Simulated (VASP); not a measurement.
# HfC (Fm-3m) in VASP: notebook

HfC is run at these levels: PBEsol; tasks: single point.

Everything below comes from runs of VASP 6.6.1. Logs are shortened: lines on timing, memory, paths and dates and some standing lists are left out, and cuts for length are marked.

### Step 1. The cell of the first run

Symmetry: Fm-3m, No. 225, cubic system. The conventional cell has a = 4.650 Å, b = 4.650 Å, c = 4.650 Å, α = 90.00°, β = 90.00°, γ = 90.00°. Hf (site symmetry m-3m) has 6 C at 2.33 Å within 3.1 Å. C (site symmetry m-3m) has 6 Hf at 2.33 Å within 3.1 Å.

### Step 2. Single point, PBEsol

INCAR reads:

```
SYSTEM = HfC
ALGO = Normal
EDIFF = 1E-7
ENCUT = 520
GGA = PS
ISIF = 2
ISMEAR = 0
LASPH = .TRUE.
LCHARG = .FALSE.
LREAL = .FALSE.
LWAVE = .FALSE.
NBANDS = 14
NELM = 60
PREC = Accurate
SIGMA = 0.15
```

KPOINTS reads:

```
k-points
0
G
  20 20 20
  0 0 0
```

POSCAR reads:

```
HfC
1.0
    0.0000000000      2.3250000000      2.3250000000
    2.3250000000      0.0000000000      2.3250000000
    2.3250000000      2.3250000000      0.0000000000
Hf C
1 1
Direct
    0.5000000000      0.5000000000      0.5000000000
    0.0000000000      0.0000000000      0.0000000000
```

Potentials or basis: VASP PAW PBE potentials, release 64 (Hf_pv, C).

Started as:

```console
$ cat potpaw_PBE.64/Hf_pv/POTCAR potpaw_PBE.64/C/POTCAR > POTCAR
$ mpirun -np 1 vasp_std > vasp.out
```

OUTCAR:

```text
SYSTEM = HfC
   EDIFF = 1E-7
   ENCUT = 520
   GGA = PS
   ISIF = 2
   ISMEAR = 0
   LASPH = .TRUE.
   LREAL = .FALSE.
   NELM = 60
   PREC = Accurate

 ion  position               nearest neighbor table
   1  0.500  0.500  0.500-   2 2.33   2 2.33   2 2.33   2 2.33   2 2.33   2 2.33
   2  0.000  0.000  0.000-   1 2.33   1 2.33   1 2.33   1 2.33   1 2.33   1 2.33

  LATTYP: Found a face centered cubic cell.
 ALAT       =     4.6500000000

  Lattice vectors:

 A1 = (   0.0000000000,   2.3250000000,   2.3250000000)
 A2 = (   2.3250000000,   0.0000000000,   2.3250000000)
 A3 = (   2.3250000000,   2.3250000000,   0.0000000000)

Analysis of symmetry for initial positions (statically):
=====================================================================
 Subroutine PRICEL returns:
 Original cell was already a primitive cell.

 Routine SETGRP: Setting up the symmetry group for a
 face centered cubic supercell.

 Subroutine GETGRP returns: Found 48 space group operations
 (whereof 48 operations were pure point group operations)
 out of a pool of 48 trial point group operations.

The static configuration has the point symmetry O_h .

Analysis of symmetry for dynamics (positions and initial velocities):
=====================================================================
 Subroutine PRICEL returns:
 Original cell was already a primitive cell.

 Routine SETGRP: Setting up the symmetry group for a
 face centered cubic supercell.

 Subroutine GETGRP returns: Found 48 space group operations
 (whereof 48 operations were pure point group operations)
 out of a pool of 48 trial point group operations.

The dynamic configuration has the point symmetry O_h .

 Subroutine INISYM returns: Found 48 space group operations
 (whereof 48 operations are pure point group operations),
 and found     1 'primitive' translations

----------------------------------------------------------------------------------------

                                     Primitive cell

  volume of cell :      25.1362

  direct lattice vectors                    reciprocal lattice vectors
     0.000000000  2.325000000  2.325000000    -0.215053763  0.215053763  0.215053763
     2.325000000  0.000000000  2.325000000     0.215053763 -0.215053763  0.215053763
     2.325000000  2.325000000  0.000000000     0.215053763  0.215053763 -0.215053763

  length of vectors
     3.288046533  3.288046533  3.288046533     0.372484045  0.372484045  0.372484045

  position of ions in fractional coordinates (direct lattice)
     0.500000000  0.500000000  0.500000000
     0.000000000  0.000000000  0.000000000

  ion indices of the primitive-cell ions
   primitive index   ion index
                 1           1
                 2           2

----------------------------------------------------------------------------------------

 KPOINTS: k-points

Automatic generation of k-mesh.
 Grid dimensions read from file:
 generate k-points for:   20   20   20

 Generating k-lattice:

  Cartesian coordinates                     Fractional coordinates (reciprocal lattice)
    -0.010752688  0.010752688  0.010752688     0.050000000  0.000000000  0.000000000
     0.010752688 -0.010752688  0.010752688     0.000000000  0.050000000  0.000000000
     0.010752688  0.010752688 -0.010752688     0.000000000  0.000000000  0.050000000

  Length of vectors
     0.018624202  0.018624202  0.018624202

  Shift w.r.t. Gamma in fractional coordinates (k-lattice)
     0.000000000  0.000000000  0.000000000

 Subroutine IBZKPT returns following result:
 ===========================================

 Found    256 irreducible k-points:

 Following reciprocal coordinates:
            Coordinates               Weight
  0.000000  0.000000  0.000000      1.000000
  0.050000  0.000000  0.000000      8.000000
  0.100000  0.000000  0.000000      8.000000
  0.150000  0.000000  0.000000      8.000000
  0.200000  0.000000  0.000000      8.000000
  0.250000  0.000000  0.000000      8.000000
[... 16 lines left out ...]
 -0.400000  0.050000  0.000000     24.000000
 -0.350000  0.050000  0.000000     24.000000
 [... further k-points ...]
   k-points           NKPTS =    256   k-points in BZ     NKDIM =    256   number of bands    NBANDS=     14
   number of dos      NEDOS =    301   number of ions     NIONS =      2
   total plane-waves  NPLWV =  13824
   dimension x,y,z NGX =    24 NGY =   24 NGZ =   24
   dimension x,y,z NGXF=    48 NGYF=   48 NGZF=   48
   ions per type =               1   1
   NGX,Y,Z   is equivalent  to a cutoff of  12.13, 12.13, 12.13 a.u.
   NGXF,Y,Z  is equivalent  to a cutoff of  24.27, 24.27, 24.27 a.u.
 SYSTEM =  HfC
   PREC   = accura    normal or accurate (medium, high low for compatibility)
   ISTART =      0    job   : 0-new  1-cont  2-samecut
   ICHARG =      2    charge: 1-file 2-atom 10-const
   ISPIN  =      1    spin polarized calculation?
   LNONCOLLINEAR =      F non collinear calculations
   LSORBIT =      F    spin-orbit coupling
   LASPH  =      T    aspherical Exc in radial PAW
   ENCUT  =  520.0 eV  38.22 Ry    6.18 a.u.   6.11  6.11  6.11*2*pi/ulx,y,z
   NELM   =     60;   NELMIN=  2; NELMDL= -5     # of ELM steps
   EDIFF  = 0.1E-06   stopping-criterion for ELM
   LREAL  =      F    real-space projection
   EDIFFG = 0.1E-05   stopping-criterion for IOM
   NSW    =      0    number of steps for IOM
   IBRION =     -1    ionic relax: 0-MD 1-quasi-New 2-CG
   NFREE  =      0    steps in history (QN), initial steepest desc. (CG)
   ISIF   =      2    stress and relaxation
   ISYM   =      2    0-nonsym 1-usesym 2-fastsym
   POTIM  = 0.5000    time-step for ionic-motion
   TEBEG  =    0.0;   TEEND  =   0.0 temperature during run
   PSTRESS=    0.0 pullay stress
   NELECT =      14.0000    total number of electrons
   NUPDOWN=      -1.0000    fix difference up-down
   EMIN   =  10.00;   EMAX   =-10.00  energy-range for DOS
   EFERMI =   0.00;   METHOD = LEGACY
   ISMEAR =     0;   SIGMA  =   0.15  broadening in eV -4-tet -1-fermi 0-gaus
   EFERMI_NEDOS =   21; number of points for ismear=-14 and -15
   IALGO  =     38    algorithm
   IMIX   =      4    mixing-type and parameters
     AMIX     =   0.40;   BMIX     =  1.00
     AMIX_MAG =   1.60;   BMIX_MAG =  1.00
  volume/ion in A,a.u.               =      12.57        84.81
  Fermi-wavevector in a.u.,A,eV,Ry     =   1.346949  2.545365 24.684672  1.814272
  Thomas-Fermi vector in A             =   2.474740
   LORBIT       =      0    0 simple, 1 ext, 2 COOP (PROOUT), +10 PAW based schemes
   GGA     = PS    functional components
   LHFCALC =     F    Hartree Fock is set to
   AEXX    =    0.0000 exact exchange contribution
   IVDW    =     0    specifies the selected vdW correction
   LEPSILON=     F    determine dielectric tensor
   LRPA    =     F    only Hartree local field effects (RPA)
 non-spin polarized calculation
 Gauss-broadening in eV      SIGMA  =   0.15
  energy-cutoff  :      520.00
  volume of cell :       25.14
 maximum number of plane-waves:       700
   NGX = 13   NGY = 13   NGZ = 13

 number of electron      14.0000000 magnetization

 Free energy of the ion-electron system (eV)
  ---------------------------------------------------
  ext. energy  EPLUGINS =         0.00000000
  ---------------------------------------------------
  free energy    TOTEN  =       -22.18170587 eV

  energy without entropy =      -22.17889788  energy(sigma->0) =      -22.18030188

 E-fermi :   5.7974     XC(G=0): -12.4207

 val. band max:        5.7767811209   @ k =   0.5000   0.4500   0.0000
 cond. band min:       5.8253012777   @ k =   0.1000   0.0000   0.0000
 fundamental gap:      0.0485201568
 Fermi energy:         5.7973540759

 k-point     1 :       0.0000    0.0000    0.0000
  band No.  band energies     occupation
      1     -23.6946      2.00000
      2     -23.6946      2.00000
      3     -23.6946      2.00000
      4      -6.4831      2.00000
      5       6.8322      0.00000
      6       6.8322      0.00000
      7       6.8322      0.00000
      8       7.1509      0.00000
      9       7.1509      0.00000
     10       7.1509      0.00000
     11       9.1698      0.00000
     12       9.1698      0.00000
     13      12.6353      0.00000
     14      16.7510      0.00000

 k-point     2 :       0.0500    0.0000    0.0000
  band No.  band energies     occupation
      1     -23.7126      2.00000
      2     -23.6964      2.00000
      3     -23.6964      2.00000
      4      -6.4194      2.00000
      5       6.2559      0.00002
      6       6.4534      0.00000
      7       6.4534      0.00000
      8       7.3236      0.00000
      9       7.3236      0.00000
     10       7.5642      0.00000
     11       9.5069      0.00000
     12       9.5069      0.00000
     13      12.7825      0.00000
     14      16.9315      0.00000

 k-point     3 :       0.1000    0.0000    0.0000
  band No.  band energies     occupation
      1     -23.7643      2.00000
      2     -23.7014      2.00000
      3     -23.7014      2.00000
      4      -6.2313      2.00000
      5       5.4345      1.99938
      6       5.8253      0.79217
      7       5.8253      0.79217
      8       7.5659      0.00000
      9       7.5659      0.00000
     10       7.9447      0.00000
     11      10.2825      0.00000
     12      10.2825      0.00000
     13      13.1842      0.00000
     14      17.4480      0.00000
[... 324 lines left out ...]
 k-point    23 :      -0.4000    0.0500    0.0000
  band No.  band energies     occupation
      1     -24.3303      2.00000
      2     -23.7768      2.00000
      3     -23.7573      2.00000
      4      -3.2032      2.00000
      5       0.2468      2.00000
      6       2.9332      2.00000
      7       3.0281      2.00000
      8      10.2473      0.00000
      9      10.4762      0.00000
     10      11.1464      0.00000
     11      13.6423      0.00000
     12      15.9755      0.00000
     13      16.8971      0.00000
     14      19.5103      0.00000

 k-point    24 :      -0.3500    0.0500    0.0000
  band No.  band energies     occupation
      1     -24.2677      2.00000
      2     -23.7724      2.00000
      3     -23.7477      2.00000
      4      -3.7304      2.00000
      5       0.8875      2.00000
      6       3.1149      2.00000
      7       3.2686      2.00000
      8       9.6601      0.00000
      9       9.9030      0.00000
     10      10.7166      0.00000
     11      14.3391      0.00000
     12      15.1650      0.00000
     13      16.2020      0.00000
     14      19.5012      0.00000

 [... further k-points ...]
[... 5 lines left out ...]
  --------------------------------------------------------------------------------------
  -------------------------------------------------------------------------------------
  Total       -1.0966052     -1.0966052     -1.0966052      0.0000000      0.0000000      0.0000000
  in kB      -69.8975603    -69.8975603    -69.8975603      0.0000000      0.0000000      0.0000000
  external PRESSURE =     -69.8975603 kB  Pullay stress =       0.0000000 kB

 VOLUME and BASIS-vectors are now :
 -----------------------------------------------------------------------------
  energy-cutoff  :      520.00
  volume of cell :       25.14
      direct lattice vectors                 reciprocal lattice vectors
     0.000000000  2.325000000  2.325000000    -0.215053763  0.215053763  0.215053763
     2.325000000  0.000000000  2.325000000     0.215053763 -0.215053763  0.215053763
     2.325000000  2.325000000  0.000000000     0.215053763  0.215053763 -0.215053763

 POSITION                                       TOTAL-FORCE (eV/Angst)
 -----------------------------------------------------------------------------------
      2.32500      2.32500      2.32500        -0.000000     -0.000000     -0.000000
      0.00000      0.00000      0.00000         0.000000      0.000000      0.000000
 -----------------------------------------------------------------------------------
    total drift:                                0.000000     -0.000000      0.000000

  FREE ENERGIE OF THE ION-ELECTRON SYSTEM (eV)
  ---------------------------------------------------
  free  energy   TOTEN  =       -22.1817058705 eV

  energy  without entropy=      -22.1788978830  energy(sigma->0) =      -22.18030188
```

Wall time 51 s (1 thread of Intel Xeon Platinum 8488C (Sapphire Rapids), shared host); peak memory 0.21 GiB.

What came out:

| Quantity | Value |
| --- | --- |
| Free energy | -22.1817 eV |
| Pressure | -7.0 GPa |
| Band gap on the k mesh | zero (band 7 reaches 6.83 eV, above the bottom of band 8 at 5.39 eV) |

Caveat: the PAW data sets were made with another functional, which shifts forces and pressure a little; spin-orbit coupling is left out, which moves the levels of the heavy elements.

### Step 3. Single point, PBEsol

INCAR reads:

```
SYSTEM = HfC
  ALGO = Normal
  EDIFF = 1E-6
  ENCUT = 520
  GGA = PS
  ISIF = 2
  ISMEAR = 0
  LASPH = .TRUE.
  LCHARG = .FALSE.
  LREAL = .FALSE.
  LWAVE = .FALSE.
  NBANDS = 14
  NELM = 60
  PREC = Accurate
  SIGMA = 0.15
```

KPOINTS reads:

```
k-points
0
G
  18 18 18
  0 0 0
```

POSCAR is that of step 2.

Potentials or basis: VASP PAW PBE potentials, release 64 (Hf_pv, C).

Started as:

```console
$ cat potpaw_PBE.64/Hf_pv/POTCAR potpaw_PBE.64/C/POTCAR > POTCAR
$ mpirun -np 1 vasp_std > vasp.out
```

It took 15 s on 1 thread of Intel Xeon 6975P-C (Granite Rapids), shared host; peak memory 0.19 GiB.

Results (log left out):

* Free energy: -22.1816 eV
* Pressure: -7.0 GPa
* Band gap on the k mesh: zero (band 7 reaches 6.83 eV, above the bottom of band 8 at 5.39 eV)

Levels at points of the mesh, in eV from the Fermi level:
```csv
k point,band 4,band 5,band 6,band 7,band 8,band 9,band 10,band 11
"(0.00, 0.00, 0.00)",-12.28,1.03,1.03,1.03,1.35,1.35,1.35,3.37
"(0.50, 0.00, 0.00)",-8.48,-6.17,-2.98,-2.98,5.30,5.30,5.77,6.52
"(0.50, 0.50, 0.00)",-10.35,-2.58,-1.82,-0.08,-0.08,5.30,6.72,6.72
```

Caveat: the PAW data sets were made with another functional, which shifts forces and pressure a little; spin-orbit coupling is left out, which moves the levels of the heavy elements.
